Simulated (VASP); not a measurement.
# SrB2 (I4_1/amd) in VASP: single point with r2SCAN

Aim: the single point of SrB2 with r2SCAN.

All numbers are computed with VASP 6.6.1; they aren't measurements. Logs are shortened: lines on timing, memory, paths and dates and some standing lists are left out, and cuts for length are marked.

### 1 The cell of the first run

The structure is tetragonal, space group I4_1/amd (No. 141). Conventional cell: a = 4.008 Å, b = 4.008 Å, c = 12.489 Å, α = 90.00°, β = 90.00°, γ = 90.00°. Within 2.9 Å of B (site symmetry 2mm) lie 3 B at 2.15 to 2.23 Å and 2 Sr at 2.87 Å. Within 3.8 Å of Sr (site symmetry -4m2) lie 12 B at 2.87 to 3.03 Å and 4 Sr at 3.71 Å.

### 2 Single point, r2SCAN

Input file POSCAR:

```
SrB2
1.0
    0.0000000000      4.0076840000      0.0000000000
    4.0076840000      0.0000000000      0.0000000000
    2.0038420000      2.0038420000     -6.2445110000
B Sr
4 2
Direct
    0.4140000000      0.4140000000      0.1720000000
    0.1640000000      0.6640000000      0.6720000000
    0.3360000000      0.8360000000      0.3280000000
    0.5860000000      0.5860000000      0.8280000000
    0.0000000000      0.0000000000      0.0000000000
    0.7500000000      0.2500000000      0.5000000000
```

Input file INCAR.step1:

```
PREC     = Accurate       # precision mode
ENCUT    = 520            # plane-wave cutoff, eV
ISMEAR   = -1             # smearing method
SIGMA    = 0.1            # smearing width, eV
LREAL    = False          # projectors in reciprocal space
LASPH    = True           # aspherical terms in the spheres
NELM     = 60             # most SCF steps
NBANDS   = 25             # bands
GGA      = PE             # functional
ALGO     = Normal         # electronic algorithm
EDIFF    = 1E-4           # SCF threshold, eV
LWAVE    = True           # write WAVECAR
LCHARG   = False          # write CHGCAR
```

Input file INCAR.step2:

```
PREC     = Accurate       # precision mode
ENCUT    = 520            # plane-wave cutoff, eV
EDIFF    = 1E-6           # SCF threshold, eV
ISMEAR   = -1             # smearing method
SIGMA    = 0.1            # smearing width, eV
LREAL    = False          # projectors in reciprocal space
LASPH    = True           # aspherical terms in the spheres
NELM     = 60             # most SCF steps
ALGO     = Normal         # electronic algorithm
ISIF     = 2              # what is computed and relaxed
LWAVE    = False          # write WAVECAR
LCHARG   = False          # write CHGCAR
METAGGA  = R2SCAN         # meta-GGA
LMIXTAU  = True         
NBANDS   = 25             # bands
ISTART   = 1
```

Input file KPOINTS:

```
Automatic mesh
0
Gamma
  9 9 9
```

Potentials or basis: VASP PAW PBE potentials, release 64 (B, Sr_sv).

Run with:

```bash
$ cat potpaw_PBE.64/B/POTCAR potpaw_PBE.64/Sr_sv/POTCAR > POTCAR
$ cp INCAR.step1 INCAR
$ mpirun -np 1 vasp_std > vasp.out
$ cp INCAR.step2 INCAR
$ mpirun -np 1 vasp_std > vasp.out
```

OUTCAR:

```text
PREC = Accurate
   ENCUT = 520
   EDIFF = 1E-6
   ISMEAR = -1
   LREAL = False
   LASPH = True
   NELM = 60
   ISIF = 2
   METAGGA = R2SCAN
   ISTART = 1

 ion  position               nearest neighbor table
   1  0.414  0.414  0.172-   4 2.15   6 2.87   6 2.87   5 3.03   5 3.03   5 3.03   5 3.03
   2  0.164  0.664  0.672-   3 2.15   5 2.87   5 2.87   6 3.03   6 3.03   6 3.03   6 3.03
   3  0.336  0.836  0.328-   2 2.15   5 2.87   5 2.87   6 3.03   6 3.03   6 3.03   6 3.03
   4  0.586  0.586  0.828-   1 2.15   6 2.87   6 2.87   5 3.03   5 3.03   5 3.03   5 3.03
   5  0.000  0.000  0.000-   2 2.87   2 2.87   3 2.87   3 2.87   1 3.03   4 3.03   4 3.03   4 3.03
                             1 3.03   1 3.03   4 3.03   1 3.03   6 3.71   6 3.71   6 3.71   6 3.71
   6  0.750  0.250  0.500-   1 2.87   1 2.87   4 2.87   4 2.87   3 3.03   2 3.03   3 3.03   3 3.03
                             2 3.03   3 3.03   2 3.03   2 3.03   5 3.71   5 3.71   5 3.71   5 3.71

  LATTYP: Found a body centered tetragonal cell.
 ALAT       =     4.0076840000
 C/A-ratio  =     3.1162691470

  Lattice vectors:

 A1 = (  -2.0038420000,   2.0038420000,   6.2445110000)
 A2 = (   2.0038420000,  -2.0038420000,   6.2445110000)
 A3 = (   2.0038420000,   2.0038420000,  -6.2445110000)

Analysis of symmetry for initial positions (statically):
=====================================================================
 Subroutine PRICEL returns:
 Original cell was already a primitive cell.

 Routine SETGRP: Setting up the symmetry group for a
 body centered tetragonal supercell.

 Subroutine GETGRP returns: Found 16 space group operations
 (whereof  8 operations were pure point group operations)
 out of a pool of 16 trial point group operations.

The static configuration has the point symmetry D_2d.
 The point group associated with its full space group is D_4h.

Analysis of symmetry for dynamics (positions and initial velocities):
=====================================================================
 Subroutine PRICEL returns:
 Original cell was already a primitive cell.

 Routine SETGRP: Setting up the symmetry group for a
 body centered tetragonal supercell.

 Subroutine GETGRP returns: Found 16 space group operations
 (whereof  8 operations were pure point group operations)
 out of a pool of 16 trial point group operations.

The dynamic configuration has the point symmetry D_2d.
 The point group associated with its full space group is D_4h.

 Subroutine INISYM returns: Found 16 space group operations
 (whereof  8 operations are pure point group operations),
 and found     1 'primitive' translations

----------------------------------------------------------------------------------------

                                     Primitive cell

  volume of cell :     100.2964

  direct lattice vectors                    reciprocal lattice vectors
     0.000000000  4.007684000  0.000000000     0.000000000  0.249520671  0.080070321
     4.007684000  0.000000000  0.000000000     0.249520671  0.000000000  0.080070321
     2.003842000  2.003842000 -6.244511000     0.000000000  0.000000000 -0.160140642

  length of vectors
     4.007684000  4.007684000  6.857454568     0.262053089  0.262053089  0.160140642

  position of ions in fractional coordinates (direct lattice)
     0.414000000  0.414000000  0.172000000
     0.164000000  0.664000000  0.672000000
     0.336000000  0.836000000  0.328000000
     0.586000000  0.586000000  0.828000000
     0.000000000  0.000000000  0.000000000
     0.750000000  0.250000000  0.500000000

  ion indices of the primitive-cell ions
   primitive index   ion index
                 1           1
                 2           2
                 3           3
                 4           4
                 5           5
                 6           6

----------------------------------------------------------------------------------------

 KPOINTS: Automatic mesh

Automatic generation of k-mesh.
 Grid dimensions read from file:
 generate k-points for:    9    9    9

 Generating k-lattice:

  Cartesian coordinates                     Fractional coordinates (reciprocal lattice)
     0.000000000  0.027724519  0.008896702     0.111111111  0.000000000  0.000000000
     0.027724519  0.000000000  0.008896702     0.000000000  0.111111111  0.000000000
     0.000000000  0.000000000 -0.017793405     0.000000000  0.000000000  0.111111111

  Length of vectors
     0.029117010  0.029117010  0.017793405

  Shift w.r.t. Gamma in fractional coordinates (k-lattice)
     0.000000000  0.000000000  0.000000000

 Subroutine IBZKPT returns following result:
 ===========================================

 Found     75 irreducible k-points:

 Following reciprocal coordinates:
            Coordinates               Weight
  0.000000  0.000000  0.000000      1.000000
  0.111111  0.000000  0.000000      8.000000
  0.222222  0.000000  0.000000      8.000000
  0.333333  0.000000  0.000000      8.000000
  0.444444  0.000000  0.000000      8.000000
  0.111111  0.111111  0.000000      8.000000
[... 16 lines left out ...]
 -0.333333  0.333333  0.000000      4.000000
  0.444444  0.444444  0.000000      8.000000
 [... further k-points ...]
   k-points           NKPTS =     75   k-points in BZ     NKDIM =     75   number of bands    NBANDS=     25
   number of dos      NEDOS =    301   number of ions     NIONS =      6
   total plane-waves  NPLWV =  48600
   dimension x,y,z NGX =    30 NGY =   30 NGZ =   54
   dimension x,y,z NGXF=    60 NGYF=   60 NGZF=  108
   ions per type =               4   2
   NGX,Y,Z   is equivalent  to a cutoff of  12.44, 12.44, 13.09 a.u.
   NGXF,Y,Z  is equivalent  to a cutoff of  24.89, 24.89, 26.18 a.u.
 SYSTEM =  unknown system
   PREC   = accura    normal or accurate (medium, high low for compatibility)
   ISTART =      1    job   : 0-new  1-cont  2-samecut
   ICHARG =      0    charge: 1-file 2-atom 10-const
   ISPIN  =      1    spin polarized calculation?
   LNONCOLLINEAR =      F non collinear calculations
   LSORBIT =      F    spin-orbit coupling
   LASPH  =      T    aspherical Exc in radial PAW
   ENCUT  =  520.0 eV  38.22 Ry    6.18 a.u.   7.45  7.45 12.75*2*pi/ulx,y,z
   NELM   =     60;   NELMIN=  2; NELMDL=  0     # of ELM steps
   EDIFF  = 0.1E-05   stopping-criterion for ELM
   LREAL  =      F    real-space projection
   EDIFFG = 0.1E-04   stopping-criterion for IOM
   NSW    =      0    number of steps for IOM
   IBRION =     -1    ionic relax: 0-MD 1-quasi-New 2-CG
   NFREE  =      0    steps in history (QN), initial steepest desc. (CG)
   ISIF   =      2    stress and relaxation
   ISYM   =      2    0-nonsym 1-usesym 2-fastsym
   POTIM  = 0.5000    time-step for ionic-motion
   TEBEG  =    0.0;   TEEND  =   0.0 temperature during run
   PSTRESS=    0.0 pullay stress
   NELECT =      32.0000    total number of electrons
   NUPDOWN=      -1.0000    fix difference up-down
   EMIN   =  10.00;   EMAX   =-10.00  energy-range for DOS
   EFERMI =   0.00;   METHOD = LEGACY
   ISMEAR =    -1;   SIGMA  =   0.10  broadening in eV -4-tet -1-fermi 0-gaus
   EFERMI_NEDOS =   21; number of points for ismear=-14 and -15
   IALGO  =     38    algorithm
   IMIX   =      4    mixing-type and parameters
     AMIX     =   0.40;   BMIX     =  1.00
     AMIX_MAG =   1.60;   BMIX_MAG =  1.00
  volume/ion in A,a.u.               =      16.72       112.81
  Fermi-wavevector in a.u.,A,eV,Ry     =   1.118656  2.113952 17.026197  1.251390
  Thomas-Fermi vector in A             =   2.255288
   LORBIT       =      0    0 simple, 1 ext, 2 COOP (PROOUT), +10 PAW based schemes
   METAGGA = R2SCAN    functional components
   LHFCALC =     F    Hartree Fock is set to
   AEXX    =    0.0000 exact exchange contribution
   IVDW    =     0    specifies the selected vdW correction
   LEPSILON=     F    determine dielectric tensor
   LRPA    =     F    only Hartree local field effects (RPA)
 non-spin polarized calculation
  energy-cutoff  :      520.00
  volume of cell :      100.30
 maximum number of plane-waves:      2736
 NGX is ok and might be reduce to    30
   NGX = 15   NGY = 15   NGZ = 25

 number of electron      31.9999999 magnetization

 Free energy of the ion-electron system (eV)
  ---------------------------------------------------
  ext. energy  EPLUGINS =         0.00000000
  ---------------------------------------------------
  free energy    TOTEN  =       -55.84866603 eV

  energy without entropy =      -55.73999154  energy(sigma->0) =      -55.79432878

 E-fermi :   3.1207     XC(G=0): -10.4446

 val. band max:        3.1084814098   @ k =  -0.1111   0.4444   0.1111
 cond. band min:       3.1293764148   @ k =  -0.4444   0.1111  -0.0000
 fundamental gap:      0.0208950050
 Fermi energy:         3.1207427849

 k-point     1 :       0.0000    0.0000    0.0000
  band No.  band energies     occupation
      1     -32.4200      2.00000
      2     -32.3527      2.00000
      3     -14.3397      2.00000
      4     -13.8216      2.00000
      5     -13.8216      2.00000
      6     -13.7937      2.00000
[... 17 lines left out ...]
     24       8.8163      0.00000
     25       9.2667      0.00000

 k-point     2 :       0.1111    0.0000    0.0000
  band No.  band energies     occupation
      1     -32.4168      2.00000
      2     -32.3526      2.00000
      3     -14.3196      2.00000
      4     -13.8705      2.00000
      5     -13.8296      2.00000
      6     -13.8244      2.00000
[... 17 lines left out ...]
     24       8.8792      0.00000
     25       9.0305      0.00000

 k-point     3 :       0.2222    0.0000    0.0000
  band No.  band energies     occupation
      1     -32.4084      2.00000
      2     -32.3528      2.00000
      3     -14.2701      2.00000
      4     -13.9924      2.00000
      5     -13.9033      2.00000
      6     -13.8246      2.00000
[... 552 lines left out ...]
 k-point    23 :      -0.3333    0.3333    0.0000
  band No.  band energies     occupation
      1     -32.3823      2.00000
      2     -32.3493      2.00000
      3     -14.1703      2.00000
      4     -14.0655      2.00000
      5     -14.0282      2.00000
      6     -13.9777      2.00000
[... 17 lines left out ...]
     24      10.0862      0.00000
     25      10.1503      0.00000

 k-point    24 :       0.4444    0.4444    0.0000
  band No.  band energies     occupation
      1     -32.3609      2.00000
      2     -32.3589      2.00000
      3     -14.1537      2.00000
      4     -14.1473      2.00000
      5     -14.0373      2.00000
      6     -14.0253      2.00000
[... 17 lines left out ...]
     24      10.6770      0.00000
     25      10.8772      0.00000

 [... further k-points ...]

------------------------ aborting loop because EDIFF is reached ----------------------------------------

  FORCE on cell =-STRESS in cart. coord.  units (eV):
  Direction    XX          YY          ZZ          XY          YZ          ZX
  --------------------------------------------------------------------------------------
  -------------------------------------------------------------------------------------
  Total       -6.8270760     -6.8270760     -3.5966777      0.0000000      0.0000000      0.0000000
  in kB     -109.0586062   -109.0586062    -57.4548542      0.0000000      0.0000000      0.0000000
  external PRESSURE =     -91.8573556 kB  Pullay stress =       0.0000000 kB

 VOLUME and BASIS-vectors are now :
 -----------------------------------------------------------------------------
  energy-cutoff  :      520.00
  volume of cell :      100.30
      direct lattice vectors                 reciprocal lattice vectors
     0.000000000  4.007684000  0.000000000     0.000000000  0.249520671  0.080070321
     4.007684000  0.000000000  0.000000000     0.249520671  0.000000000  0.080070321
     2.003842000  2.003842000 -6.244511000     0.000000000  0.000000000 -0.160140642

 POSITION                                       TOTAL-FORCE (eV/Angst)
 -----------------------------------------------------------------------------------
      2.00384      2.00384     -1.07406         0.000000     -0.000000      1.108150
      4.00768      2.00384     -4.19631        -0.000000      0.000000      1.108150
      4.00768      2.00384     -2.04820        -0.000000     -0.000000     -1.108150
      4.00768      4.00768     -5.17046        -0.000000     -0.000000     -1.108150
      0.00000      0.00000      0.00000         0.000000      0.000000      0.000000
      2.00384      4.00768     -3.12226         0.000000      0.000000      0.000000
 -----------------------------------------------------------------------------------
    total drift:                                0.000000     -0.000000     -0.000000

  FREE ENERGIE OF THE ION-ELECTRON SYSTEM (eV)
  ---------------------------------------------------
  free  energy   TOTEN  =       -55.8486660258 eV

  energy  without entropy=      -55.7399915366  energy(sigma->0) =      -55.79432878
```

Wall time 15 min (1 thread of Intel Xeon 8259CL, shared host); peak memory 0.33 GiB.

Results:

```
Free energy            : -55.8487 eV
Pressure               : -9.2 GPa
Largest force          : 1.108 eV/Å
Band gap on the k mesh : zero (bands 16 and 17 overlap by 0.55 eV)
```

Forces in eV/Å, atoms in the order of the input:
```
B    0.000  0.000  1.108
B    0.000  0.000  1.108
B    0.000  0.000 -1.108
B    0.000  0.000 -1.108
Sr   0.000  0.000  0.000
Sr   0.000  0.000  0.000
```

Caveat: the stress differs along the axes, from -11 to -6 GPa; the PAW data sets were made with another functional, which shifts forces and pressure a little.

The gap in the log of VASP goes by the Fermi energy; the results here count the filled bands.